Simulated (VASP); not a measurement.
# MgO (Fm-3m) in VASP: a series of runs

The runs below take MgO through single point, with PBE.

Program: VASP 6.6.1. These are calculated values, not measurements. Logs are shortened: lines on timing, memory, paths and dates and some standing lists are left out, and cuts for length are marked.

### 1 The cell of the first run

It takes space group Fm-3m (No. 225, cubic). Conventional cell: a = 4.292 Å, b = 4.292 Å, c = 4.292 Å, α = 90.00°, β = 90.00°, γ = 90.00°. Within 2.8 Å of Mg (site symmetry m-3m) lie 6 O at 2.15 Å. O (site symmetry m-3m) has 6 Mg at 2.15 Å within 2.8 Å.

### 2 Single point, PBE

File INCAR:

```
PREC     = Accurate       # precision mode
ENCUT    = 600            # plane-wave cutoff, eV
EDIFF    = 1E-6           # SCF threshold, eV
ISMEAR   = -1             # smearing method
SIGMA    = 0.05           # smearing width, eV
LREAL    = False          # projectors in reciprocal space
LASPH    = True           # aspherical terms in the spheres
NELM     = 120            # most SCF steps
ALGO     = Normal         # electronic algorithm
ISIF     = 2              # what is computed and relaxed
LWAVE    = False          # write WAVECAR
LCHARG   = False          # write CHGCAR
GGA      = PE             # functional
NBANDS   = 11             # bands
GGA_COMPAT= False
```

File KPOINTS:

```
Automatic mesh
0
Gamma
  8 8 8
```

File POSCAR:

```
MgO
1.0
    0.0000000000      2.1462000000      2.1462000000
    2.1462000000      0.0000000000      2.1462000000
    2.1462000000      2.1462000000      0.0000000000
Mg O
1 1
Direct
    0.0000000000      0.0000000000      0.0000000000
    0.5000000000      0.5000000000      0.5000000000
```

Potentials or basis: VASP PAW PBE potentials, release 64 (Mg, O).

The run is started by

```console
$ cat potpaw_PBE.64/Mg/POTCAR potpaw_PBE.64/O/POTCAR > POTCAR
$ mpirun -np 1 vasp_std > vasp.out
```

OUTCAR:

```text
PREC = Accurate
   ENCUT = 600
   EDIFF = 1E-6
   ISMEAR = -1
   LREAL = False
   LASPH = True
   NELM = 120
   ISIF = 2
   GGA = PE

 ion  position               nearest neighbor table
   1  0.000  0.000  0.000-   2 2.15   2 2.15   2 2.15   2 2.15   2 2.15   2 2.15
   2  0.500  0.500  0.500-   1 2.15   1 2.15   1 2.15   1 2.15   1 2.15   1 2.15

  LATTYP: Found a face centered cubic cell.
 ALAT       =     4.2924000000

  Lattice vectors:

 A1 = (   0.0000000000,   2.1462000000,   2.1462000000)
 A2 = (   2.1462000000,   0.0000000000,   2.1462000000)
 A3 = (   2.1462000000,   2.1462000000,   0.0000000000)

Analysis of symmetry for initial positions (statically):
=====================================================================
 Subroutine PRICEL returns:
 Original cell was already a primitive cell.

 Routine SETGRP: Setting up the symmetry group for a
 face centered cubic supercell.

 Subroutine GETGRP returns: Found 48 space group operations
 (whereof 48 operations were pure point group operations)
 out of a pool of 48 trial point group operations.

The static configuration has the point symmetry O_h .

Analysis of symmetry for dynamics (positions and initial velocities):
=====================================================================
 Subroutine PRICEL returns:
 Original cell was already a primitive cell.

 Routine SETGRP: Setting up the symmetry group for a
 face centered cubic supercell.

 Subroutine GETGRP returns: Found 48 space group operations
 (whereof 48 operations were pure point group operations)
 out of a pool of 48 trial point group operations.

The dynamic configuration has the point symmetry O_h .

 Subroutine INISYM returns: Found 48 space group operations
 (whereof 48 operations are pure point group operations),
 and found     1 'primitive' translations

----------------------------------------------------------------------------------------

                                     Primitive cell

  volume of cell :      19.7715

  direct lattice vectors                    reciprocal lattice vectors
     0.000000000  2.146200000  2.146200000    -0.232969900  0.232969900  0.232969900
     2.146200000  0.000000000  2.146200000     0.232969900 -0.232969900  0.232969900
     2.146200000  2.146200000  0.000000000     0.232969900  0.232969900 -0.232969900

  length of vectors
     3.035185148  3.035185148  3.035185148     0.403515704  0.403515704  0.403515704

  position of ions in fractional coordinates (direct lattice)
     0.000000000  0.000000000  0.000000000
     0.500000000  0.500000000  0.500000000

  ion indices of the primitive-cell ions
   primitive index   ion index
                 1           1
                 2           2

----------------------------------------------------------------------------------------

 KPOINTS: Automatic mesh

Automatic generation of k-mesh.
 Grid dimensions read from file:
 generate k-points for:    8    8    8

 Generating k-lattice:

  Cartesian coordinates                     Fractional coordinates (reciprocal lattice)
    -0.029121238  0.029121238  0.029121238     0.125000000  0.000000000  0.000000000
     0.029121238 -0.029121238  0.029121238     0.000000000  0.125000000  0.000000000
     0.029121238  0.029121238 -0.029121238     0.000000000  0.000000000  0.125000000

  Length of vectors
     0.050439463  0.050439463  0.050439463

  Shift w.r.t. Gamma in fractional coordinates (k-lattice)
     0.000000000  0.000000000  0.000000000

 Subroutine IBZKPT returns following result:
 ===========================================

 Found     29 irreducible k-points:

 Following reciprocal coordinates:
            Coordinates               Weight
  0.000000  0.000000  0.000000      1.000000
  0.125000  0.000000  0.000000      8.000000
  0.250000  0.000000  0.000000      8.000000
  0.375000  0.000000  0.000000      8.000000
  0.500000  0.000000  0.000000      4.000000
  0.125000  0.125000  0.000000      6.000000
[... 16 lines left out ...]
  0.500000  0.250000  0.125000     48.000000
 -0.375000  0.250000  0.125000     24.000000
 [... further k-points ...]
   k-points           NKPTS =     29   k-points in BZ     NKDIM =     29   number of bands    NBANDS=     11
   number of dos      NEDOS =    301   number of ions     NIONS =      2
   total plane-waves  NPLWV =  13824
   dimension x,y,z NGX =    24 NGY =   24 NGZ =   24
   dimension x,y,z NGXF=    48 NGYF=   48 NGZF=   48
   ions per type =               1   1
   NGX,Y,Z   is equivalent  to a cutoff of  13.15, 13.15, 13.15 a.u.
   NGXF,Y,Z  is equivalent  to a cutoff of  26.29, 26.29, 26.29 a.u.
 SYSTEM =  unknown system
   PREC   = accura    normal or accurate (medium, high low for compatibility)
   ISTART =      0    job   : 0-new  1-cont  2-samecut
   ICHARG =      2    charge: 1-file 2-atom 10-const
   ISPIN  =      1    spin polarized calculation?
   LNONCOLLINEAR =      F non collinear calculations
   LSORBIT =      F    spin-orbit coupling
   LASPH  =      T    aspherical Exc in radial PAW
   ENCUT  =  600.0 eV  44.10 Ry    6.64 a.u.   6.06  6.06  6.06*2*pi/ulx,y,z
   NELM   =    120;   NELMIN=  2; NELMDL= -5     # of ELM steps
   EDIFF  = 0.1E-05   stopping-criterion for ELM
   LREAL  =      F    real-space projection
   EDIFFG = 0.1E-04   stopping-criterion for IOM
   NSW    =      0    number of steps for IOM
   IBRION =     -1    ionic relax: 0-MD 1-quasi-New 2-CG
   NFREE  =      0    steps in history (QN), initial steepest desc. (CG)
   ISIF   =      2    stress and relaxation
   ISYM   =      2    0-nonsym 1-usesym 2-fastsym
   POTIM  = 0.5000    time-step for ionic-motion
   TEBEG  =    0.0;   TEEND  =   0.0 temperature during run
   PSTRESS=    0.0 pullay stress
   NELECT =       8.0000    total number of electrons
   NUPDOWN=      -1.0000    fix difference up-down
   EMIN   =  10.00;   EMAX   =-10.00  energy-range for DOS
   EFERMI =   0.00;   METHOD = LEGACY
   ISMEAR =    -1;   SIGMA  =   0.05  broadening in eV -4-tet -1-fermi 0-gaus
   EFERMI_NEDOS =   21; number of points for ismear=-14 and -15
   IALGO  =     38    algorithm
   IMIX   =      4    mixing-type and parameters
     AMIX     =   0.40;   BMIX     =  1.00
     AMIX_MAG =   1.60;   BMIX_MAG =  1.00
  volume/ion in A,a.u.               =       9.89        66.71
  Fermi-wavevector in a.u.,A,eV,Ry     =   1.210853  2.288180 19.948375  1.466164
  Thomas-Fermi vector in A             =   2.346386
   LORBIT       =      0    0 simple, 1 ext, 2 COOP (PROOUT), +10 PAW based schemes
   GGA     = PE    functional components
   LHFCALC =     F    Hartree Fock is set to
   AEXX    =    0.0000 exact exchange contribution
   IVDW    =     0    specifies the selected vdW correction
   LEPSILON=     F    determine dielectric tensor
   LRPA    =     F    only Hartree local field effects (RPA)
 non-spin polarized calculation
  energy-cutoff  :      600.00
  volume of cell :       19.77
 maximum number of plane-waves:       684
   NGX = 13   NGY = 13   NGZ = 13

 number of electron       8.0000000 magnetization

 Free energy of the ion-electron system (eV)
  ---------------------------------------------------
  ext. energy  EPLUGINS =         0.00000000
  ---------------------------------------------------
  free energy    TOTEN  =       -11.90639673 eV

  energy without entropy =      -11.90639673  energy(sigma->0) =      -11.90639673

 E-fermi :   3.8566     XC(G=0): -10.8133

 val. band max:        2.7728649248   @ k =   0.0000   0.0000   0.0000
 cond. band min:       6.9676247714   @ k =   0.0000   0.0000   0.0000
 fundamental gap:      4.1947598466
 Fermi energy:         3.8565941533

 k-point     1 :       0.0000    0.0000    0.0000
  band No.  band energies     occupation
      1     -14.2096      2.00000
      2       2.7729      2.00000
      3       2.7729      2.00000
      4       2.7729      2.00000
      5       6.9676      0.00000
      6      18.2518      0.00000
      7      18.2518      0.00000
      8      18.2518      0.00000
      9      22.0201      0.00000
     10      23.7320      0.00000
     11      23.7320      0.00000

 k-point     2 :       0.1250    0.0000    0.0000
  band No.  band energies     occupation
      1     -14.0622      2.00000
      2       1.8381      2.00000
      3       2.6796      2.00000
      4       2.6796      2.00000
      5       7.8887      0.00000
      6      16.5893      0.00000
      7      18.5762      0.00000
      8      18.5762      0.00000
      9      22.6679      0.00000
     10      22.6679      0.00000
     11      23.9772      0.00000

 k-point     3 :       0.2500    0.0000    0.0000
  band No.  band energies     occupation
      1     -13.6812      2.00000
      2       0.2187      2.00000
      3       2.4643      2.00000
      4       2.4643      2.00000
      5       9.3548      0.00000
      6      14.9864      0.00000
      7      18.9557      0.00000
      8      18.9557      0.00000
      9      22.2909      0.00000
     10      22.2909      0.00000
     11      23.8436      0.00000

 k-point     4 :       0.3750    0.0000    0.0000
  band No.  band energies     occupation
      1     -13.2561      2.00000
      2      -1.0941      2.00000
      3       2.2611      2.00000
      4       2.2611      2.00000
      5      10.1669      0.00000
      6      14.6104      0.00000
      7      18.6941      0.00000
      8      18.6941      0.00000
      9      23.1036      0.00000
     10      23.5731      0.00000
     11      23.5731      0.00000
[... 239 lines left out ...]
 k-point    22 :       0.3750    0.2500    0.1250
  band No.  band energies     occupation
      1     -13.4085      2.00000
      2      -0.1121      2.00000
      3       1.6963      2.00000
      4       2.2072      2.00000
      5      10.7104      0.00000
      6      14.0213      0.00000
      7      17.2242      0.00000
      8      19.6609      0.00000
      9      20.3570      0.00000
     10      24.5478      0.00000
     11      27.6413      0.00000

 k-point    23 :       0.5000    0.2500    0.1250
  band No.  band energies     occupation
      1     -13.0740      2.00000
      2      -0.7460      2.00000
      3       1.1567      2.00000
      4       1.9721      2.00000
      5      11.7886      0.00000
      6      14.0311      0.00000
      7      16.0784      0.00000
      8      19.2332      0.00000
      9      21.8404      0.00000
     10      24.4493      0.00000
     11      27.8743      0.00000

 k-point    24 :      -0.3750    0.2500    0.1250
  band No.  band energies     occupation
      1     -12.9264      2.00000
      2      -1.0117      2.00000
      3       0.9612      2.00000
      4       1.8594      2.00000
      5      12.0476      0.00000
      6      14.4161      0.00000
      7      15.6827      0.00000
      8      18.9867      0.00000
      9      22.6386      0.00000
     10      24.0975      0.00000
     11      28.0359      0.00000

 [... further k-points ...]
[... 5 lines left out ...]
  --------------------------------------------------------------------------------------
  -------------------------------------------------------------------------------------
  Total       -0.5969270     -0.5969270     -0.5969270     -0.0000000     -0.0000000      0.0000000
  in kB      -48.3716844    -48.3716844    -48.3716844     -0.0000000     -0.0000000      0.0000000
  external PRESSURE =     -48.3716844 kB  Pullay stress =       0.0000000 kB

 VOLUME and BASIS-vectors are now :
 -----------------------------------------------------------------------------
  energy-cutoff  :      600.00
  volume of cell :       19.77
      direct lattice vectors                 reciprocal lattice vectors
     0.000000000  2.146200000  2.146200000    -0.232969900  0.232969900  0.232969900
     2.146200000  0.000000000  2.146200000     0.232969900 -0.232969900  0.232969900
     2.146200000  2.146200000  0.000000000     0.232969900  0.232969900 -0.232969900

 POSITION                                       TOTAL-FORCE (eV/Angst)
 -----------------------------------------------------------------------------------
      0.00000      0.00000      0.00000         0.000000     -0.000000     -0.000000
      2.14620      2.14620      2.14620         0.000000      0.000000      0.000000
 -----------------------------------------------------------------------------------
    total drift:                               -0.000000     -0.000000      0.000000

  FREE ENERGIE OF THE ION-ELECTRON SYSTEM (eV)
  ---------------------------------------------------
  free  energy   TOTEN  =       -11.9063967303 eV

  energy  without entropy=      -11.9063967303  energy(sigma->0) =      -11.90639673
```

Wall time 12 s (1 thread of Intel Xeon 8259CL, shared host); peak memory 0.14 GiB.

What came out:

* Free energy: -11.9064 eV
* Pressure: -4.8 GPa
* Band gap on the k mesh: 4.19 eV, direct

### 3 Single point, PBE

File INCAR:

```
SYSTEM = MgO
PREC = Accurate
ENCUT = 600
EDIFF = 1E-6
ISMEAR = -1
SIGMA = 0.003
LREAL = .False.
LASPH = .True.
NELM = 120
ALGO = Normal
ISIF = 2
LWAVE = .False.
LCHARG = .True.
GGA = PE
LELF = .True.
LVHAR = .True.
NBANDS = 11
GGA_COMPAT = .False.
```

File KPOINTS:

```
regular mesh
0
Gamma
  8 8 8
  0 0 0
```

POSCAR is that of step 2.

Potentials or basis: VASP PAW PBE potentials, release 64 (Mg, O).

The run is started by

```console
$ cat potpaw_PBE.64/Mg/POTCAR potpaw_PBE.64/O/POTCAR > POTCAR
$ mpirun -np 1 vasp_std > vasp.out
```

It took 10 s on 1 thread of Intel Xeon 8259CL, shared host; peak memory 0.14 GiB.

It converged, with:

```
Free energy            : -11.9064 eV
Pressure               : -4.8 GPa
Band gap on the k mesh : 4.19 eV, direct
```

Levels at points of the mesh, in eV from the valence-band top:
```tsv
k point	band 1	band 2	band 3	band 4	band 5	band 6	band 7	band 8
(0.00, 0.00, 0.00)	-16.98	0.00	0.00	0.00	4.19	15.48	15.48	15.48
(0.50, 0.00, 0.00)	-15.84	-4.37	-0.59	-0.59	7.54	11.97	15.73	15.73
(0.50, 0.50, 0.00)	-15.60	-3.86	-1.27	-1.27	9.05	9.37	12.51	18.12
```

### 4 Single point, PBE

File INCAR:

```
SYSTEM = MgO
PREC     = Accurate       ! precision mode
ENCUT    = 600            ! plane-wave cutoff, eV
EDIFF    = 1E-6           ! SCF threshold, eV
ISMEAR   = -1             ! smearing method
SIGMA    = 0.05           ! smearing width, eV
LREAL    = .False.        ! projectors in reciprocal space
LASPH    = .True.         ! aspherical terms in the spheres
NELM     = 120            ! most SCF steps
ALGO     = Normal         ! electronic algorithm
ISIF     = 2              ! what is computed and relaxed
LWAVE    = .False.        ! write WAVECAR
LCHARG   = .True.         ! write CHGCAR
GGA      = PE             ! functional
LELF     = .True.         ! ELF
LVHAR    = .True.       
NBANDS   = 11             ! bands
GGA_COMPAT= .False.
```

KPOINTS is that of step 3.

POSCAR is that of step 3.

The run is started by

```console
$ cat potpaw_PBE.64/Mg/POTCAR potpaw_PBE.64/O/POTCAR > POTCAR
$ mpirun -np 1 vasp_std > vasp.out
```

Wall time 11 s (1 thread of Intel Xeon 8259CL, shared host); peak memory 0.14 GiB.

The run converged. Its results:

```
Free energy            : -11.9064 eV
Pressure               : -4.8 GPa
Band gap on the k mesh : 4.19 eV, direct
```

Levels at points of the mesh, in eV from the valence-band top:
```csv
k point,band 2,band 3,band 4,band 5,band 6,band 7
"(0.00, 0.00, 0.00)",0.00,0.00,0.00,4.19,15.48,15.48
"(0.50, 0.00, 0.00)",-4.37,-0.59,-0.59,7.54,11.97,15.73
"(0.50, 0.50, 0.00)",-3.86,-1.27,-1.27,9.05,9.37,12.51
```

### 5 Single point, PBE

File INCAR:

```
ALGO     = Normal         # electronic algorithm
EDIFF    = 1E-6           # SCF threshold, eV
ENCUT    = 600            # plane-wave cutoff, eV
GGA      = PE             # functional
GGA_COMPAT= False        
ISIF     = 2              # what is computed and relaxed
ISMEAR   = 1              # smearing method
LASPH    = True           # aspherical terms in the spheres
LCHARG   = False          # write CHGCAR
LREAL    = False          # projectors in reciprocal space
LWAVE    = False          # write WAVECAR
NBANDS   = 11             # bands
NELM     = 120            # most SCF steps
PREC     = Accurate       # precision mode
SIGMA    = 0.15           # smearing width, eV
```

File KPOINTS:

```
k-points
0
Gamma
  8 8 8
```

POSCAR is that of step 4.

The run is started by

```console
$ cat potpaw_PBE.64/Mg/POTCAR potpaw_PBE.64/O/POTCAR > POTCAR
$ mpirun -np 1 vasp_std > vasp.out
```

Wall time 10 s (1 thread of Intel Xeon 8259CL, shared host); peak memory 0.14 GiB.

It converged, with:

| Property | Result |
| --- | --- |
| Free energy | -11.9060 eV |
| Pressure | -4.8 GPa |
| Band gap on the k mesh | 4.19 eV, direct |

Levels at points of the mesh, in eV from the valence-band top:
```csv
k point,band 1,band 2,band 3,band 4,band 5,band 6,band 7,band 8,band 9
"(0.00, 0.00, 0.00)",-16.98,0.00,0.00,0.00,4.19,15.48,15.48,15.48,19.25
"(0.50, 0.00, 0.00)",-15.84,-4.37,-0.59,-0.59,7.54,11.97,15.73,15.73,20.05
"(0.50, 0.50, 0.00)",-15.60,-3.86,-1.27,-1.27,9.05,9.37,12.51,18.12,18.12
```

### 6 Overview

```tsv
smearing	gap on the mesh (eV)	pressure (GPa)
fermi-dirac 0.05 eV	4.19	-4.8
fermi-dirac 0.003 eV	4.19	-4.8
methfessel-paxton 0.15 eV	4.19	-4.8
```

Alike in all rows: task single point; level PBE; potentials or basis VASP PAW PBE potentials, release 64 (Mg, O); no spin polarisation; cell as given; k mesh 8 × 8 × 8; cutoff (eV) 600.

On the cell as given the gap runs from 4.19 eV (PBE) to 4.19 eV (PBE).

Total energies depend on the potentials used, so only differences within one code and one set of settings carry meaning.
